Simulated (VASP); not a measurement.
# GaSb (F-43m) in VASP: a series of runs, part 2 of 2

VASP 6.6.1.

### Step 3. Single point, r2SCAN+rVV10

This run uses another cell than the first one, of 28.43 Å³/atom, 1.065 times its volume.

Contents of POSCAR:

```
GaSb
1.0
    0.0000000000      3.0519251311      3.0519251311
    3.0519251311      0.0000000000      3.0519251311
    3.0519251311      3.0519251311      0.0000000000
Ga Sb
1 1
Direct
    0.0000000000      0.0000000000      0.0000000000
    0.2500000000      0.2500000000      0.2500000000
```

Contents of INCAR.step1:

```
SYSTEM = GaSb
PREC = Accurate ; ENCUT = 520
ISMEAR = -1 ; SIGMA = 0.03
LREAL = .False. ; LASPH = .True.
NELM = 100 ; NBANDS = 16
GGA = PE ; ALGO = Normal
EDIFF = 1E-4 ; LWAVE = .True.
LCHARG = .False.
```

Contents of INCAR.step2:

```
SYSTEM = GaSb
PREC = Accurate ; ENCUT = 520
EDIFF = 1E-6 ; ISMEAR = -1
SIGMA = 0.03 ; LREAL = .False.
LASPH = .True. ; NELM = 100
ALGO = Normal ; ISIF = 2
LWAVE = .False. ; LCHARG = .False.
METAGGA = R2SCAN ; LMIXTAU = .True.
LUSE_VDW = .True. ; IVDW_NL = 2
BPARAM = 11.95 ; CPARAM = 0.0093
NBANDS = 16 ; ISTART = 1
```

Contents of KPOINTS:

```
Automatic mesh
0
Gamma
  8 8 8
  0 0 0
```

Potentials or basis: VASP PAW PBE potentials, release 64 (Ga_d, Sb).

Run with:

```
cat potpaw_PBE.64/Ga_d/POTCAR potpaw_PBE.64/Sb/POTCAR > POTCAR
cp INCAR.step1 INCAR
mpirun -np 1 vasp_std > vasp.out
cp INCAR.step2 INCAR
mpirun -np 1 vasp_std > vasp.out
```

OUTCAR:

```text
SYSTEM = GaSb
   PREC = Accurate
   ENCUT = 520
   EDIFF = 1E-6
   ISMEAR = -1
   LREAL = .False.
   LASPH = .True.
   NELM = 100
   ISIF = 2
   METAGGA = R2SCAN
   IVDW_NL = 2
   BPARAM = 11.95
   ISTART = 1

 ion  position               nearest neighbor table
   1  0.000  0.000  0.000-   2 2.64   2 2.64   2 2.64   2 2.64
   2  0.250  0.250  0.250-   1 2.64   1 2.64   1 2.64   1 2.64

  LATTYP: Found a face centered cubic cell.
 ALAT       =     6.1038502622

  Lattice vectors:

 A1 = (   0.0000000000,   3.0519251311,   3.0519251311)
 A2 = (   3.0519251311,   0.0000000000,   3.0519251311)
 A3 = (   3.0519251311,   3.0519251311,   0.0000000000)

Analysis of symmetry for initial positions (statically):
=====================================================================
 Subroutine PRICEL returns:
 Original cell was already a primitive cell.

 Routine SETGRP: Setting up the symmetry group for a
 face centered cubic supercell.

 Subroutine GETGRP returns: Found 24 space group operations
 (whereof 24 operations were pure point group operations)
 out of a pool of 48 trial point group operations.
[... 158 lines left out ...]
  ext. energy  EPLUGINS =         0.00000000
  ---------------------------------------------------
  free energy    TOTEN  =       -36.97889233 eV

  energy without entropy =      -36.97889142  energy(sigma->0) =      -36.97889187

 E-fermi :   5.0143     XC(G=0):  -9.8135

 val. band max:        4.7477943379   @ k =   0.0000   0.0000   0.0000
 cond. band min:       5.2482141708   @ k =   0.0000   0.0000   0.0000
 fundamental gap:      0.5004198329
 Fermi energy:         5.0143086644

 k-point     1 :       0.0000    0.0000    0.0000
  band No.  band energies     occupation
      1     -10.7515      2.00000
      2     -10.7515      2.00000
      3     -10.7515      2.00000
      4     -10.6932      2.00000
      5     -10.6932      2.00000
      6      -7.2426      2.00000
[... 433 lines left out ...]
      3     -10.7325      2.00000
      4     -10.6967      2.00000
      5     -10.6930      2.00000
      6      -5.1143      2.00000
[... 8 lines left out ...]
     15      14.9376      0.00000
     16      15.5352      0.00000

 [... further k-points ...]
[... 5 lines left out ...]
  --------------------------------------------------------------------------------------
  -------------------------------------------------------------------------------------
  Total        0.0637634      0.0637634      0.0637634      0.0000000      0.0000000      0.0000000
  in kB        1.7969281      1.7969281      1.7969281      0.0000000      0.0000000      0.0000000
  external PRESSURE =       1.7969281 kB  Pullay stress =       0.0000000 kB

 VOLUME and BASIS-vectors are now :
 -----------------------------------------------------------------------------
  energy-cutoff  :      520.00
  volume of cell :       56.85
      direct lattice vectors                 reciprocal lattice vectors
     0.000000000  3.051925131  3.051925131    -0.163831018  0.163831018  0.163831018
     3.051925131  0.000000000  3.051925131     0.163831018 -0.163831018  0.163831018
     3.051925131  3.051925131  0.000000000     0.163831018  0.163831018 -0.163831018

 POSITION                                       TOTAL-FORCE (eV/Angst)
 -----------------------------------------------------------------------------------
      0.00000      0.00000      0.00000        -0.000000     -0.000000     -0.000000
      1.52596      1.52596      1.52596         0.000000      0.000000      0.000000
 -----------------------------------------------------------------------------------
    total drift:                               -0.000002     -0.000002     -0.000002

  FREE ENERGIE OF THE ION-ELECTRON SYSTEM (eV)
  ---------------------------------------------------
  free  energy   TOTEN  =       -36.9788923320 eV

  energy  without entropy=      -36.9788914175  energy(sigma->0) =      -36.97889187
```

OUTCAR.step1:

```text
SYSTEM = GaSb
   PREC = Accurate
   ENCUT = 520
   ISMEAR = -1
   LREAL = .False.
   LASPH = .True.
[... 676 lines left out ...]
      0.00000      0.00000      0.00000         0.000000      0.000000      0.000000
      1.52596      1.52596      1.52596        -0.000000     -0.000000     -0.000000
 -----------------------------------------------------------------------------------
    total drift:                                0.000002      0.000002      0.000002

  FREE ENERGIE OF THE ION-ELECTRON SYSTEM (eV)
  ---------------------------------------------------
  free  energy   TOTEN  =        -7.3395350053 eV

  energy  without entropy=       -7.3393392106  energy(sigma->0) =       -7.33943711
```

Run time: 94 s. Hardware: 1 thread of Intel Xeon Platinum 8488C (Sapphire Rapids), shared host; peak memory 0.33 GiB.

Results:

| Item | Value |
| --- | --- |
| Free energy | -36.9789 eV |
| Pressure | 0.2 GPa |
| Band gap on the k mesh | 0.50 eV, direct |

Levels at points of the mesh, in eV from the valence-band top:
| k point | band 6 | band 7 | band 8 | band 9 | band 10 | band 11 | band 12 | band 13 |
| --- | --- | --- | --- | --- | --- | --- | --- | --- |
| (0.00, 0.00, 0.00) | -11.99 | 0.00 | 0.00 | 0.00 | 0.50 | 2.96 | 2.96 | 2.96 |
| (0.50, 0.00, 0.00) | -10.24 | -6.63 | -1.23 | -1.23 | 0.68 | 3.99 | 3.99 | 6.82 |
| (0.50, 0.50, 0.00) | -9.34 | -7.09 | -2.73 | -2.73 | 1.07 | 1.41 | 9.31 | 9.31 |

Caveat: the PAW data sets were made with another functional, which shifts forces and pressure a little; spin-orbit coupling is left out, which moves the levels of the heavy elements.

### Step 4. Relaxation of cell and atoms, r2SCAN+rVV10

This run uses another cell than the first one, of 28.58 Å³/atom, 1.071 times its volume.

Contents of POSCAR:

```
GaSb
1.0
    0.0000000000      3.0575145680      3.0575145680
    3.0575145680      0.0000000000      3.0575145680
    3.0575145680      3.0575145680      0.0000000000
Ga Sb
1 1
Direct
    0.0000000000      0.0000000000      0.0000000000
    0.2500000000      0.2500000000      0.2500000000
```

Contents of INCAR.step1:

```
PREC     = Accurate       # precision mode
ENCUT    = 600            # plane-wave cutoff, eV
ISMEAR   = -1             # smearing method
SIGMA    = 0.03           # smearing width, eV
LREAL    = F              # projectors in reciprocal space
LASPH    = T              # aspherical terms in the spheres
NELM     = 60             # most SCF steps
GGA      = PE             # functional
ALGO     = Normal         # electronic algorithm
EDIFF    = 1E-4           # SCF threshold, eV
LWAVE    = T              # write WAVECAR
LCHARG   = F              # write CHGCAR
```

Contents of INCAR.step2:

```
PREC     = Accurate       # precision mode
ENCUT    = 600            # plane-wave cutoff, eV
EDIFF    = 1E-6           # SCF threshold, eV
ISMEAR   = -1             # smearing method
SIGMA    = 0.03           # smearing width, eV
LREAL    = F              # projectors in reciprocal space
LASPH    = T              # aspherical terms in the spheres
NELM     = 60             # most SCF steps
ALGO     = Normal         # electronic algorithm
ISIF     = 3              # what is computed and relaxed
LWAVE    = F              # write WAVECAR
LCHARG   = F              # write CHGCAR
METAGGA  = R2SCAN         # meta-GGA
LMIXTAU  = T            
LUSE_VDW = T            
IVDW_NL  = 2            
BPARAM   = 11.95        
CPARAM   = 0.0093       
IBRION   = 2              # ionic algorithm
NSW      = 100            # ionic steps
EDIFFG   = -0.01          # ionic threshold
ISTART   = 1
```

Contents of KPOINTS:

```
regular mesh
0
Gamma
  6 6 6
```

Run with:

```
cat potpaw_PBE.64/Ga_d/POTCAR potpaw_PBE.64/Sb/POTCAR > POTCAR
cp INCAR.step1 INCAR
mpirun -np 1 vasp_std > vasp.out
cp INCAR.step2 INCAR
mpirun -np 1 vasp_std > vasp.out
```

Wall time 3.4 min (1 thread of Intel Xeon Platinum 8488C (Sapphire Rapids), shared host); peak memory 0.39 GiB.

The run converged. Its results:

```yaml
Free_energy: -36.9579 eV
Relaxed_volume: 28.50 Å³/atom
Relaxed_cell: a = 4.320 Å, b = 4.320 Å, c = 4.320 Å, α = 60.00°, β = 60.00°, γ = 60.00°
Space_group_after_relaxing_to_0.05_Å: F-43m (No. 216)
Energy_gained_by_relaxing: 0.0 meV/atom
Ionic_steps: 2
Pressure_after_relaxing: 0.0 GPa
Band_gap_on_the_k_mesh: 0.48 eV, direct
```

Final structure:
```cif
data_structure
_symmetry_space_group_name_H-M 'P 1'
_symmetry_Int_Tables_number 1
_cell_length_a 4.3199
_cell_length_b 4.3199
_cell_length_c 4.3199
_cell_angle_alpha 60.000
_cell_angle_beta 60.000
_cell_angle_gamma 60.000
_cell_volume 57.00
loop_
_atom_site_label
_atom_site_type_symbol
_atom_site_fract_x
_atom_site_fract_y
_atom_site_fract_z
_atom_site_occupancy
Ga1 Ga 0.00000 0.00000 0.00000 1
Sb1 Sb 0.25000 0.25000 0.25000 1
```

Levels at points of the mesh, in eV from the valence-band top:
| k point | band 5 | band 6 | band 7 | band 8 | band 9 | band 10 | band 11 | band 12 | band 13 |
| --- | --- | --- | --- | --- | --- | --- | --- | --- | --- |
| (0.00, 0.00, 0.00) | -15.45 | -11.97 | 0.00 | 0.00 | 0.00 | 0.48 | 2.96 | 2.96 | 2.96 |
| (0.50, 0.00, 0.00) | -15.45 | -10.23 | -6.62 | -1.22 | -1.22 | 0.67 | 3.98 | 3.98 | 6.82 |
| (0.50, 0.50, 0.00) | -15.44 | -9.33 | -7.08 | -2.72 | -2.72 | 1.07 | 1.41 | 9.29 | 9.29 |

Caveat: the PAW data sets were made with another functional, which shifts forces and pressure a little; spin-orbit coupling is left out, which moves the levels of the heavy elements.

### Step 5. Overview

```tsv
task	level	cell	k mesh	cutoff (eV)	gap on the mesh (eV)	pressure (GPa)	relaxed volume (Å³/atom)
relaxation of cell and atoms	PBEsol	relaxed from a = 4.227 Å, angles 60.0°, 2 atoms	6 × 6 × 6	600	none	0.1	28.59
single point	r2SCAN+rVV10	a = 4.316 Å, angles 60.0°, 2 atoms	8 × 8 × 8	520	0.50	0.2	-
relaxation of cell and atoms	r2SCAN+rVV10	relaxed from a = 4.324 Å, angles 60.0°, 2 atoms	6 × 6 × 6	600	0.48	0.0	28.50
```

Alike in all rows: potentials or basis VASP PAW PBE potentials, release 64 (Ga_d, Sb); no spin polarisation; smearing fermi-dirac 0.03 eV.

Caveats: the PAW data sets were made with another functional, which shifts forces and pressure a little; spin-orbit coupling is left out, which moves the levels of the heavy elements.

Total energies depend on the potentials used, so only differences within one code and one set of settings carry meaning.
